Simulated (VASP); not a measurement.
# BN (P6_3mc) in VASP: a series of runs, part 2 of 2

VASP 6.6.1. The steps go on from the part before.

## (3) Vibrations by perturbation theory, LDA

This run uses another cell than the first one, of 5.56 Å³/atom.

INCAR

```
SYSTEM = BN
PREC = Accurate
ENCUT = 520
EDIFF = 1E-8
ISMEAR = 0
SIGMA = 0.01
LREAL = .FALSE.
LASPH = .TRUE.
NELM = 100
ALGO = Normal
ISIF = 2
LWAVE = .FALSE.
LCHARG = .FALSE.
NBANDS = 16
IBRION = 8
NSW = 1
LEPSILON = .TRUE.
```

KPOINTS

```
regular mesh
0
G
  12 12 6
  0 0 0
```

POSCAR

```
BN
1.0
    2.4936667083      0.0000000000      0.0000000000
   -1.2468333541      2.1595787179      0.0000000000
    0.0000000000      0.0000000000      4.1274604547
B N
2 2
Direct
    0.6666666667      0.3333333333      0.9995635400
    0.3333333333      0.6666666667      0.4995635400
    0.6666666667      0.3333333333      0.6254364600
    0.3333333333      0.6666666667      0.1254364600
```

Potentials or basis: VASP PAW LDA potentials, release 64 (B, N).

On the command line:

```bash
$ cat potpaw_LDA.64/B/POTCAR potpaw_LDA.64/N/POTCAR > POTCAR
$ mpirun -np 1 vasp_std > vasp.out
```

OUTCAR:

```text
SYSTEM = BN
   PREC = Accurate
   ENCUT = 520
   EDIFF = 1E-8
   ISMEAR = 0
   LREAL = .FALSE.
   LASPH = .TRUE.
   NELM = 100
   ISIF = 2
   IBRION = 8
   NSW = 1
   LEPSILON = .TRUE.

 ion  position               nearest neighbor table
   1  0.667  0.333  1.000-   4 1.53   4 1.53   4 1.53   3 1.54
   2  0.333  0.667  0.500-   3 1.53   3 1.53   3 1.53   4 1.54
   3  0.667  0.333  0.625-   2 1.53   2 1.53   2 1.53   1 1.54
   4  0.333  0.667  0.125-   1 1.53   1 1.53   1 1.53   2 1.54

  LATTYP: Found a hexagonal cell.
 ALAT       =     2.4936667083
 C/A-ratio  =     1.6551772701

  Lattice vectors:

 A1 = (   2.4936667083,   0.0000000000,   0.0000000000)
 A2 = (  -1.2468333541,   2.1595787179,   0.0000000000)
 A3 = (   0.0000000000,   0.0000000000,   4.1274604547)

Analysis of symmetry for initial positions (statically):
=====================================================================
 Subroutine PRICEL returns:
 Original cell was already a primitive cell.

 Routine SETGRP: Setting up the symmetry group for a
 hexagonal supercell.

 Subroutine GETGRP returns: Found 12 space group operations
 (whereof  6 operations were pure point group operations)
 out of a pool of 24 trial point group operations.

The static configuration has the point symmetry C_3v.
 The point group associated with its full space group is C_6v.

Analysis of symmetry for dynamics (positions and initial velocities):
=====================================================================
 Subroutine PRICEL returns:
 Original cell was already a primitive cell.

 Routine SETGRP: Setting up the symmetry group for a
 hexagonal supercell.

 Subroutine GETGRP returns: Found 12 space group operations
 (whereof  6 operations were pure point group operations)
 out of a pool of 24 trial point group operations.

The dynamic configuration has the point symmetry C_3v.
 The point group associated with its full space group is C_6v.

 Subroutine INISYM returns: Found 12 space group operations
 (whereof  6 operations are pure point group operations),
 and found     1 'primitive' translations

----------------------------------------------------------------------------------------

                                     Primitive cell

  volume of cell :      22.2275

[... 692 lines left out ...]

 MACROSCOPIC STATIC DIELECTRIC TENSOR (including local field effects in DFT)
 ------------------------------------------------------
           4.498915     0.000000    -0.000000
           0.000000     4.498915     0.000000
           0.000000    -0.000000     4.646820
 ------------------------------------------------------

 PIEZOELECTRIC TENSOR (including local field effects)  for field in x, y, z        (e  Angst)
          XX          YY          ZZ          XY          YZ          ZX
  --------------------------------------------------------------------------------
  x     0.00000    -0.00000     0.00000    -0.00000    -0.00000    -0.86434
  y    -0.00000    -0.00000    -0.00000     0.00000    -0.86434    -0.00000
  z    -0.70297    -0.70297     1.44770    -0.00000     0.00000    -0.00000

 PIEZOELECTRIC TENSOR (including local field effects)  for field in x, y, z        (C/m^2)
          XX          YY          ZZ          XY          YZ          ZX
  --------------------------------------------------------------------------------
  x     0.00000    -0.00000     0.00000    -0.00000    -0.00000    -0.62302
  y    -0.00000    -0.00000    -0.00000     0.00000    -0.62302    -0.00000
  z    -0.50670    -0.50670     1.04352    -0.00000     0.00000    -0.00000

 BORN EFFECTIVE CHARGES (including local field effects) (in |e|, cummulative output)
 ---------------------------------------------------------------------------------
 ion    1
    1     1.79221     0.00000    -0.00000
    2     0.00000     1.79221     0.00000
    3     0.00000     0.00000     1.88497
 ion    2
    1     1.79221     0.00000    -0.00000
    2     0.00000     1.79221     0.00000
    3    -0.00000     0.00000     1.88497
 ion    3
    1    -1.79221    -0.00000     0.00000
    2    -0.00000    -1.79221     0.00000
    3     0.00000     0.00000    -1.88497
 ion    4
    1    -1.79221    -0.00000    -0.00000
    2    -0.00000    -1.79221     0.00000
    3    -0.00000     0.00000    -1.88497

 INTERNAL STRAIN TENSOR FOR ION    4 for displacements in x,y,z  (eV/Angst):
          X           Y           Z          XY          YZ          ZX
  --------------------------------------------------------------------------------
  x    -0.00000     0.00000     0.00000    -7.00447    -0.00000    -4.27936
  y    -7.00447     7.00447    -0.00000     0.00000    -4.39345    -0.00000
  z    -2.98472    -2.98472     3.59640    -0.00000     0.00000     0.00000

 SECOND DERIVATIVES (NOT SYMMETRIZED)
 ------------------------------------
               1X          1Y          1Z          2X          2Y          2Z          3X          3Y          3Z          4X          4Y          4Z
  1X   -28.835863   -0.000000    0.000000    0.239107    0.000000    0.000000    4.909434    0.000000   -0.000000   23.687322    0.000000   -0.000000
  1Y    -0.000000  -28.835863    0.000000    0.000000    0.239107    0.000000    0.000000    4.909434    0.000000    0.000000   23.687322    0.000000
  1Z     0.000000    0.000000  -39.537480    0.000000    0.000000   12.464039    0.000000    0.000000   11.318669    0.000000   -0.000000   15.754772
  2X     0.239107    0.000000    0.000000  -28.835863   -0.000000    0.000000   23.687322    0.000000    0.000000    4.909434    0.000000    0.000000
  2Y     0.000000    0.239107    0.000000   -0.000000  -28.835863    0.000000    0.000000   23.687322    0.000000    0.000000    4.909434    0.000000
  2Z    -0.000000    0.000000   12.464039   -0.000000    0.000000  -39.537480   -0.000000    0.000000   15.754772    0.000000    0.000000   11.318669
  3X     4.904915    0.000000   -0.000000   23.688156    0.000000    0.000000  -29.018973   -0.000000    0.000000    0.425902    0.000000    0.000000
  3Y     0.000000    4.904915    0.000000    0.000000   23.688156    0.000000   -0.000000  -29.018973    0.000000    0.000000    0.425902    0.000000
  3Z    -0.000000    0.000000   11.253209   -0.000000    0.000000   15.820128   -0.000000    0.000000  -42.347246    0.000000   -0.000000   15.273909
  4X    23.688156    0.000000   -0.000000    4.904915    0.000000    0.000000    0.425902    0.000000    0.000000  -29.018973   -0.000000    0.000000
  4Y     0.000000   23.688156   -0.000000    0.000000    4.904915    0.000000    0.000000    0.425902   -0.000000   -0.000000  -29.018973    0.000000
  4Z     0.000000    0.000000   15.820128    0.000000    0.000000   11.253209   -0.000000    0.000000   15.273909    0.000000    0.000000  -42.347246

 Eigenvectors and eigenvalues of the dynamical matrix
 ----------------------------------------------------

   1 f  =   34.842396 THz   218.921232 2PiTHz 1162.217235 cm-1   144.096507 meV
             X         Y         Z           dx          dy          dz
      1.246833  0.719860  4.125659     0.000000   -0.000000   -0.649696
     -0.000000  1.439719  2.061929     0.000000   -0.000000    0.649696
      1.246833  0.719860  2.581464    -0.000000    0.000000   -0.279096
     -0.000000  1.439719  0.517734    -0.000000    0.000000    0.279096
[... 71 lines left out ...]
  12 f/i=    0.001081 THz     0.006795 2PiTHz    0.036074 cm-1     0.004473 meV
             X         Y         Z           dx          dy          dz
      1.246833  0.719860  4.125659     0.451216    0.119359    0.000000
     -0.000000  1.439719  2.061929     0.451216    0.119359    0.000000
      1.246833  0.719860  2.581464     0.513522    0.135841    0.000000
     -0.000000  1.439719  0.517734     0.513522    0.135841    0.000000

--------------------------------------------------------------------------------------------------------

 MACROSCOPIC STATIC DIELECTRIC TENSOR IONIC CONTRIBUTION
 ------------------------------------------------------
           1.828928     0.000000    -0.000000
           0.000000     1.828928     0.000000
          -0.000000     0.000000     2.136842
 ------------------------------------------------------

 ELASTIC MODULI CONTR FROM IONIC RELAXATION (kBar)
 Direction    XX          YY          ZZ          XY          YZ          ZX
 --------------------------------------------------------------------------------
 XX        -288.5477    192.9236     57.7540     -0.0000      0.0000     -0.0000
 YY         192.9236   -288.5477     57.7540     -0.0000     -0.0000      0.0000
 ZZ          57.7540     57.7540    -69.7631      0.0000      0.0000     -0.0000
 XY          -0.0000     -0.0000      0.0000   -240.7356      0.0000     -0.0000
 YZ           0.0000      0.0000      0.0000      0.0000    -96.8455     -0.0000
 ZX          -0.0000      0.0000     -0.0000      0.0000     -0.0000    -87.7484
 --------------------------------------------------------------------------------

 PIEZOELECTRIC TENSOR IONIC CONTR  for field in x, y, z        (C/m^2)
          XX          YY          ZZ          XY          YZ          ZX
  --------------------------------------------------------------------------------
  x     0.00000    -0.00000     0.00000    -0.00000     0.00000     0.37696
  y     0.00000     0.00000    -0.00000    -0.00000     0.39601     0.00000
  z     0.30077     0.30077    -0.36331     0.00000     0.00000    -0.00000
```

It took 4.2 min on 1 thread of Intel Xeon 6975P-C (Granite Rapids), shared host; peak memory 0.41 GiB.

What came out:

- Electronic dielectric tensor (diagonal): 4.50, 4.50, 4.65
- Born charges (mean of the diagonal): B +1.82; N -1.82 e
- Highest phonon frequency at Γ, LO-TO splitting left out: 1162 cm⁻¹

Phonon frequencies in cm⁻¹ (negative: imaginary):
```csv
q point,frequencies
"(0.000, 0.000, 0.000)",0 0 0 478 478 1036 1036 1037 1099 1129 1129 1162
```

Electronic dielectric tensor:
```
4.50 0.00 0.00
0.00 4.50 0.00
0.00 0.00 4.65
```

Born effective charge tensors (e):
atom 1, B
```
1.79 0.00 0.00
0.00 1.79 0.00
0.00 0.00 1.88
```
atom 2, B
```
1.79 0.00 0.00
0.00 1.79 0.00
0.00 0.00 1.88
```
atom 3, N
```
-1.79  0.00  0.00
 0.00 -1.79  0.00
 0.00  0.00 -1.88
```
atom 4, N
```
-1.79  0.00  0.00
 0.00 -1.79  0.00
 0.00  0.00 -1.88
```

Caveat: the cell stands under pressure or tension, which shifts response properties.

## (4) Vibrations by perturbation theory, LDA

This run uses another cell than the first one, of 5.65 Å³/atom.

INCAR

```
PREC = Accurate ; ENCUT = 520
EDIFF = 1E-8 ; ISMEAR = 0
SIGMA = 0.01 ; LREAL = F
LASPH = T ; NELM = 80
ALGO = Normal ; ISIF = 2
LWAVE = F ; LCHARG = T
IBRION = 8 ; NSW = 1
LEPSILON = T
```

KPOINTS

```
regular mesh
0
Gamma
  12 12 6
```

POSCAR

```
BN
1.0
    2.5069531345      0.0000000000      0.0000000000
   -1.2534765672      2.1710851006      0.0000000000
    0.0000000000      0.0000000000      4.1488953227
B N
2 2
Direct
    0.6666666667      0.3333333333      0.9996232220
    0.3333333333      0.6666666667      0.4996232220
    0.6666666667      0.3333333333      0.6253767780
    0.3333333333      0.6666666667      0.1253767780
```

Potentials or basis: VASP PAW LDA potentials, release 64 (B, N).

On the command line:

```bash
$ cat potpaw_LDA.64/B/POTCAR potpaw_LDA.64/N/POTCAR > POTCAR
$ mpirun -np 1 vasp_std > vasp.out
```

OUTCAR:

```text
PREC = Accurate
   ENCUT = 520
   EDIFF = 1E-8
   ISMEAR = 0
   LREAL = F
   LASPH = T
   NELM = 80
   ISIF = 2
   IBRION = 8
   NSW = 1
   LEPSILON = T

 ion  position               nearest neighbor table
   1  0.667  0.333  1.000-   4 1.54   4 1.54   4 1.54   3 1.55
   2  0.333  0.667  0.500-   3 1.54   3 1.54   3 1.54   4 1.55
   3  0.667  0.333  0.625-   2 1.54   2 1.54   2 1.54   1 1.55
   4  0.333  0.667  0.125-   1 1.54   1 1.54   1 1.54   2 1.55

  LATTYP: Found a hexagonal cell.
 ALAT       =     2.5069531345
 C/A-ratio  =     1.6549552784

  Lattice vectors:

 A1 = (   2.5069531345,   0.0000000000,   0.0000000000)
 A2 = (  -1.2534765672,   2.1710851006,   0.0000000000)
[... 697 lines left out ...]
  3Z     0.000000    0.000000   10.425362    0.000000   -0.000000   15.582477   -0.000000    0.000000  -40.917474   -0.000000   -0.000000   14.909635
  4X    22.660984    0.000000   -0.000000    4.895996    0.000000    0.000000    0.413893    0.000000   -0.000000  -27.970874   -0.000000   -0.000000
  4Y     0.000000   22.660984   -0.000000    0.000000    4.895996   -0.000000    0.000000    0.413893   -0.000000   -0.000000  -27.970874   -0.000000
  4Z     0.000000    0.000000   15.582477    0.000000   -0.000000   10.425362    0.000000    0.000000   14.909635    0.000000    0.000000  -40.917474

 Eigenvectors and eigenvalues of the dynamical matrix
 ----------------------------------------------------

   1 f  =   34.483361 THz   216.665346 2PiTHz 1150.241103 cm-1   142.611657 meV
             X         Y         Z           dx          dy          dz
      1.253477  0.723695  4.147332     0.000000   -0.000000   -0.639272
     -0.000000  1.447390  2.072884     0.000000   -0.000000    0.639272
      1.253477  0.723695  2.594623    -0.000000    0.000000   -0.302210
     -0.000000  1.447390  0.520175    -0.000000    0.000000    0.302210
[... 71 lines left out ...]
  12 f/i=    0.000758 THz     0.004764 2PiTHz    0.025294 cm-1     0.003136 meV
             X         Y         Z           dx          dy          dz
      1.253477  0.723695  4.147332     0.000000    0.000000    0.466765
     -0.000000  1.447390  2.072884     0.000000    0.000000    0.466765
      1.253477  0.723695  2.594623     0.000000    0.000000    0.531159
     -0.000000  1.447390  0.520175     0.000000    0.000000    0.531159

--------------------------------------------------------------------------------------------------------

 MACROSCOPIC STATIC DIELECTRIC TENSOR IONIC CONTRIBUTION
 ------------------------------------------------------
           1.883510     0.000000    -0.000000
           0.000000     1.883510     0.000000
          -0.000000     0.000000     2.208664
 ------------------------------------------------------

 ELASTIC MODULI CONTR FROM IONIC RELAXATION (kBar)
 Direction    XX          YY          ZZ          XY          YZ          ZX
 --------------------------------------------------------------------------------
 XX        -231.8038    163.1739     36.2784     -0.0000     -0.0000      0.0000
 YY         163.1739   -231.8038     36.2784     -0.0000      0.0000     -0.0000
 ZZ          36.2784     36.2784    -38.3543      0.0000      0.0000     -0.0000
 XY          -0.0000     -0.0000      0.0000   -197.4889      0.0000      0.0000
 YZ          -0.0000      0.0000      0.0000      0.0000    -77.4306     -0.0000
 ZX           0.0000     -0.0000     -0.0000      0.0000     -0.0000    -69.1302
 --------------------------------------------------------------------------------

 PIEZOELECTRIC TENSOR IONIC CONTR  for field in x, y, z        (C/m^2)
          XX          YY          ZZ          XY          YZ          ZX
  --------------------------------------------------------------------------------
  x    -0.00000     0.00000     0.00000    -0.00000     0.00000     0.33954
  y     0.00000    -0.00000    -0.00000    -0.00000     0.35935     0.00000
  z     0.25905     0.25905    -0.27387     0.00000     0.00000    -0.00000
```

stdout:

```text
POSCAR found type information on POSCAR B N
 POSCAR found :  2 types and       4 ions
 scaLAPACK will be used
 LDA part: xc-table for (Slater(with rela. corr.)+CA(PZ))
 , standard interpolation
 POSCAR, INCAR and KPOINTS ok, starting setup
 FFT: planning ... GRIDC
 FFT: planning ... GRID_SOFT
 FFT: planning ... GRID
[... 33 lines left out ...]
 first order change of Fermi-energy   0.12229E+01
 force on displaced ion       1 direction 3 :  -0.000  -0.000 -38.242
 Born effective charge ion    1 direction 3 :  -0.000   0.000   1.894
 Linear response progress:
 first order change of Fermi-energy  -0.10669E-04
 force on displaced ion       3 direction 1 : -27.971   0.001  -0.000
 Born effective charge ion    3 direction 1 :  -1.800   0.000   0.000
 Linear response progress:
 first order change of Fermi-energy  -0.10840E+01
 force on displaced ion       3 direction 3 :  -0.000   0.000 -40.917
 Born effective charge ion    3 direction 3 :  -0.000  -0.000  -1.894
 Born effective charges drift removed
 Linear response finished
```

Wall time 3.8 min (1 thread of Intel Xeon 6975P-C (Granite Rapids), shared host); peak memory 0.38 GiB.

Results:

| Property | Result |
| --- | --- |
| Electronic dielectric tensor (diagonal) | 4.51, 4.51, 4.66 |
| Born charges (mean of the diagonal) | B +1.83; N -1.83 e |
| Highest phonon frequency at Γ, LO-TO splitting left out | 1150 cm⁻¹ |

Phonon frequencies in cm⁻¹ (negative: imaginary):
```tsv
q point	frequencies
(0.000, 0.000, 0.000)	0 0 0 477 477 1014 1014 1015 1077 1108 1108 1150
```

Electronic dielectric tensor:
```
4.51 0.00 0.00
0.00 4.51 0.00
0.00 0.00 4.66
```

Born effective charge tensors (e):
atom 1, B
```
1.80 0.00 0.00
0.00 1.80 0.00
0.00 0.00 1.89
```
atom 2, B
```
1.80 0.00 0.00
0.00 1.80 0.00
0.00 0.00 1.89
```
atom 3, N
```
-1.80  0.00  0.00
 0.00 -1.80  0.00
 0.00  0.00 -1.89
```
atom 4, N
```
-1.80  0.00  0.00
 0.00 -1.80  0.00
 0.00  0.00 -1.89
```

Caveat: the cell stands under pressure or tension, which shifts response properties.
